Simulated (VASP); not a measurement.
The system is W.

```
W
1.0
    -1.59217    1.59217    1.59217
     1.59217   -1.59217    1.59217
     1.59217    1.59217   -1.59217
W
1
Direct
  0.00000 0.00000 0.00000
```

Base run:

```yaml
Program: VASP 6.6.1
Functional: PBE
Potentials_or_basis: VASP PAW PBE potentials, release 64 (W_sv)
Cutoff: 520 eV
k_mesh: 14 × 14 × 14
Occupations: fermi-dirac, width 0.6 eV
Spin: no spin polarisation
```

Its results: band gap on the k mesh zero (band 7 reaches 16.27 eV, above the bottom of band 8 at 10.02 eV); pressure 4.8 GPa.

The run is repeated on the same cell with these changes: occupations from fermi-dirac, width 0.6 eV to gaussian, width 0.1 eV. What comes out?

Band gap on the k mesh zero (band 7 reaches 16.20 eV, above the bottom of band 8 at 9.97 eV); pressure 0.7 GPa.

Caveats: spin-orbit coupling is left out, which moves the levels of the heavy elements.
